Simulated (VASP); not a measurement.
# Ba (P4/mmm) in VASP: settings compared, part 2 of 3

VASP 6.6.1. The steps go on from the part before.

## (3) Single point, LDA

Input file INCAR:

```
SYSTEM = Ba
PREC = Accurate
ENCUT = 520
EDIFF = 1E-7
ISMEAR = 0
SIGMA = 0.02
LREAL = .False.
LASPH = .True.
NELM = 60
ALGO = Normal
ISIF = 2
LWAVE = .False.
LCHARG = .False.
GGA = CA
NBANDS = 11
```

Input file KPOINTS:

```
regular mesh
0
Gamma
  7 7 7
  0 0 0
```

Input file POSCAR:

```
Ba
1.0
    3.9996500000      0.0000000000      0.0000000000
    0.0000000000      3.9996500000      0.0000000000
    0.0000000000      0.0000000000      3.6055390000
Ba
1
Direct
    0.5000000000      0.5000000000      0.5000000000
```

Potentials or basis: VASP PAW LDA potentials, release 64 (Ba_sv).

Launch:

```sh
$ cat potpaw_LDA.64/Ba_sv/POTCAR > POTCAR
$ mpirun -np 1 vasp_std > vasp.out
```

OUTCAR:

```text
SYSTEM = Ba
   PREC = Accurate
   ENCUT = 520
   EDIFF = 1E-7
   ISMEAR = 0
   LREAL = .False.
   LASPH = .True.
   NELM = 60
   ISIF = 2
   GGA = CA

 ion  position               nearest neighbor table
   1  0.500  0.500  0.500-

  LATTYP: Found a simple tetragonal cell.
 ALAT       =     3.9996500000
 C/A-ratio  =     0.9014636281

  Lattice vectors:

 A1 = (   3.9996500000,   0.0000000000,   0.0000000000)
 A2 = (   0.0000000000,   3.9996500000,   0.0000000000)
 A3 = (   0.0000000000,   0.0000000000,   3.6055390000)

Analysis of symmetry for initial positions (statically):
=====================================================================
 Subroutine PRICEL returns:
 Original cell was already a primitive cell.

 Routine SETGRP: Setting up the symmetry group for a
 simple tetragonal supercell.

 Subroutine GETGRP returns: Found 16 space group operations
 (whereof 16 operations were pure point group operations)
 out of a pool of 16 trial point group operations.

The static configuration has the point symmetry D_4h.

Analysis of symmetry for dynamics (positions and initial velocities):
=====================================================================
 Subroutine PRICEL returns:
 Original cell was already a primitive cell.

 Routine SETGRP: Setting up the symmetry group for a
 simple tetragonal supercell.

 Subroutine GETGRP returns: Found 16 space group operations
 (whereof 16 operations were pure point group operations)
 out of a pool of 16 trial point group operations.

The dynamic configuration has the point symmetry D_4h.

 Subroutine INISYM returns: Found 16 space group operations
 (whereof 16 operations are pure point group operations),
 and found     1 'primitive' translations

----------------------------------------------------------------------------------------

                                     Primitive cell

  volume of cell :      57.6785

  direct lattice vectors                    reciprocal lattice vectors
     3.999650000  0.000000000  0.000000000     0.250021877  0.000000000  0.000000000
     0.000000000  3.999650000  0.000000000     0.000000000  0.250021877  0.000000000
     0.000000000  0.000000000  3.605539000     0.000000000  0.000000000  0.277351042

  length of vectors
     3.999650000  3.999650000  3.605539000     0.250021877  0.250021877  0.277351042

  position of ions in fractional coordinates (direct lattice)
     0.500000000  0.500000000  0.500000000

  ion indices of the primitive-cell ions
   primitive index   ion index
                 1           1

----------------------------------------------------------------------------------------

 KPOINTS: regular mesh

Automatic generation of k-mesh.
 Grid dimensions read from file:
 generate k-points for:    7    7    7

 Generating k-lattice:

  Cartesian coordinates                     Fractional coordinates (reciprocal lattice)
     0.035717411  0.000000000  0.000000000     0.142857143  0.000000000  0.000000000
     0.000000000  0.035717411  0.000000000     0.000000000  0.142857143  0.000000000
     0.000000000  0.000000000  0.039621577     0.000000000  0.000000000  0.142857143

  Length of vectors
     0.035717411  0.035717411  0.039621577

  Shift w.r.t. Gamma in fractional coordinates (k-lattice)
     0.000000000  0.000000000  0.000000000

 Subroutine IBZKPT returns following result:
 ===========================================

 Found     40 irreducible k-points:

 Following reciprocal coordinates:
            Coordinates               Weight
  0.000000  0.000000  0.000000      1.000000
  0.142857  0.000000  0.000000      4.000000
  0.285714  0.000000  0.000000      4.000000
  0.428571  0.000000  0.000000      4.000000
  0.142857  0.142857  0.000000      4.000000
  0.285714  0.142857  0.000000      8.000000
[... 16 lines left out ...]
  0.285714  0.000000  0.285714      8.000000
  0.428571  0.000000  0.285714      8.000000
 [... further k-points ...]
   k-points           NKPTS =     40   k-points in BZ     NKDIM =     40   number of bands    NBANDS=     11
   number of dos      NEDOS =    301   number of ions     NIONS =      1
   total plane-waves  NPLWV =  25200
   dimension x,y,z NGX =    30 NGY =   30 NGZ =   28
   dimension x,y,z NGXF=    60 NGYF=   60 NGZF=   56
   ions per type =               1
   NGX,Y,Z   is equivalent  to a cutoff of  12.47, 12.47, 12.91 a.u.
   NGXF,Y,Z  is equivalent  to a cutoff of  24.94, 24.94, 25.82 a.u.
 SYSTEM =  Ba
   PREC   = accura    normal or accurate (medium, high low for compatibility)
   ISTART =      0    job   : 0-new  1-cont  2-samecut
   ICHARG =      2    charge: 1-file 2-atom 10-const
   ISPIN  =      1    spin polarized calculation?
   LNONCOLLINEAR =      F non collinear calculations
   LSORBIT =      F    spin-orbit coupling
   LASPH  =      T    aspherical Exc in radial PAW
   ENCUT  =  520.0 eV  38.22 Ry    6.18 a.u.   7.44  7.44  6.70*2*pi/ulx,y,z
   NELM   =     60;   NELMIN=  2; NELMDL= -5     # of ELM steps
   EDIFF  = 0.1E-06   stopping-criterion for ELM
   LREAL  =      F    real-space projection
   EDIFFG = 0.1E-05   stopping-criterion for IOM
   NSW    =      0    number of steps for IOM
   IBRION =     -1    ionic relax: 0-MD 1-quasi-New 2-CG
   NFREE  =      0    steps in history (QN), initial steepest desc. (CG)
   ISIF   =      2    stress and relaxation
   ISYM   =      2    0-nonsym 1-usesym 2-fastsym
   POTIM  = 0.5000    time-step for ionic-motion
   TEBEG  =    0.0;   TEEND  =   0.0 temperature during run
   PSTRESS=    0.0 pullay stress
   NELECT =      10.0000    total number of electrons
   NUPDOWN=      -1.0000    fix difference up-down
   EMIN   =  10.00;   EMAX   =-10.00  energy-range for DOS
   EFERMI =   0.00;   METHOD = LEGACY
   ISMEAR =     0;   SIGMA  =   0.02  broadening in eV -4-tet -1-fermi 0-gaus
   EFERMI_NEDOS =   21; number of points for ismear=-14 and -15
   IALGO  =     38    algorithm
   IMIX   =      4    mixing-type and parameters
     AMIX     =   0.40;   BMIX     =  1.00
     AMIX_MAG =   1.60;   BMIX_MAG =  1.00
  volume/ion in A,a.u.               =      57.68       389.23
  Fermi-wavevector in a.u.,A,eV,Ry     =   0.912858  1.725052 11.337878  0.833311
  Thomas-Fermi vector in A             =   2.037303
   LORBIT       =      0    0 simple, 1 ext, 2 COOP (PROOUT), +10 PAW based schemes
   GGA     = CA    functional components
   LHFCALC =     F    Hartree Fock is set to
   AEXX    =    0.0000 exact exchange contribution
   IVDW    =     0    specifies the selected vdW correction
   LEPSILON=     F    determine dielectric tensor
   LRPA    =     F    only Hartree local field effects (RPA)
 non-spin polarized calculation
 Gauss-broadening in eV      SIGMA  =   0.02
  energy-cutoff  :      520.00
  volume of cell :       57.68
 maximum number of plane-waves:      1573
 NGX is ok and might be reduce to    30
   NGX = 15   NGY = 15   NGZ = 13

 number of electron      10.0000000 magnetization

 number of electron       9.9999999 magnetization

 Free energy of the ion-electron system (eV)
  ---------------------------------------------------
  ext. energy  EPLUGINS =         0.00000000
  ---------------------------------------------------
  free energy    TOTEN  =        -1.90676763 eV

  energy without entropy =       -1.90667004  energy(sigma->0) =       -1.90671884

 E-fermi :   1.4788     XC(G=0):  -7.8801

 val. band max:        1.4526405512   @ k =   0.4286   0.4286   0.4286
 cond. band min:       1.4846496240   @ k =   0.0000   0.0000   0.0000
 fundamental gap:      0.0320090728
 Fermi energy:         1.4788299606

 k-point     1 :       0.0000    0.0000    0.0000
  band No.  band energies     occupation
      1     -27.3876      2.00000
      2     -12.2469      2.00000
      3     -12.2469      2.00000
      4     -11.8898      2.00000
      5      -0.9357      2.00000
      6       1.4846      0.68070
      7       1.5501      0.00000
      8       6.3217      0.00000
      9       7.1679      0.00000
     10       7.1679      0.00000
     11       9.0915      0.00000
[... 309 lines left out ...]
 k-point    24 :       0.4286    0.0000    0.2857
  band No.  band energies     occupation
      1     -27.2407      2.00000
      2     -12.7587      2.00000
      3     -12.7451      2.00000
      4     -12.0920      2.00000
      5       1.1974      2.00000
      6       1.9202      0.00000
      7       4.2300      0.00000
      8       4.6415      0.00000
      9       4.9702      0.00000
     10       5.0236      0.00000
     11       8.0754      0.00000

 [... further k-points ...]

------------------------ aborting loop because EDIFF is reached ----------------------------------------

  FORCE on cell =-STRESS in cart. coord.  units (eV):
  Direction    XX          YY          ZZ          XY          YZ          ZX
  --------------------------------------------------------------------------------------
  -------------------------------------------------------------------------------------
  Total       -0.7141603     -0.7141603      0.5740032      0.0000000     -0.0000000      0.0000000
  in kB      -19.8377374    -19.8377374     15.9444936      0.0000000     -0.0000000      0.0000000
  external PRESSURE =      -7.9103271 kB  Pullay stress =       0.0000000 kB

 VOLUME and BASIS-vectors are now :
 -----------------------------------------------------------------------------
  energy-cutoff  :      520.00
  volume of cell :       57.68
      direct lattice vectors                 reciprocal lattice vectors
     3.999650000  0.000000000  0.000000000     0.250021877  0.000000000  0.000000000
     0.000000000  3.999650000  0.000000000     0.000000000  0.250021877  0.000000000
     0.000000000  0.000000000  3.605539000     0.000000000  0.000000000  0.277351042

 POSITION                                       TOTAL-FORCE (eV/Angst)
 -----------------------------------------------------------------------------------
      1.99982      1.99982      1.80277         0.000000      0.000000      0.000000
 -----------------------------------------------------------------------------------
    total drift:                                0.000000      0.000000      0.000000

  FREE ENERGIE OF THE ION-ELECTRON SYSTEM (eV)
  ---------------------------------------------------
  free  energy   TOTEN  =        -1.9067676334 eV

  energy  without entropy=       -1.9066700377  energy(sigma->0) =       -1.90671884
```

Run time: 6.9 s. Hardware: 1 thread of Intel Xeon 6975P-C (Granite Rapids), shared host; peak memory 0.15 GiB.

Results:

```yaml
Free_energy: -1.9068 eV
Pressure: -0.8 GPa
Band_gap_on_the_k_mesh: zero (bands 5 and 6 overlap by 0.09 eV)
```

Levels at points of the mesh, in eV from the Fermi level:
```csv
k point,band 1,band 2,band 3,band 4,band 5,band 6,band 7,band 8,band 9,band 10
"(0.00, 0.00, 0.00)",-28.87,-13.73,-13.73,-13.37,-2.41,0.01,0.07,4.84,5.69,5.69
```

Caveat: spin-orbit coupling is left out, which moves the levels of the heavy elements.

[end of part 2 of 3]

The gap in the log of VASP goes by the Fermi energy; the results here count the filled bands.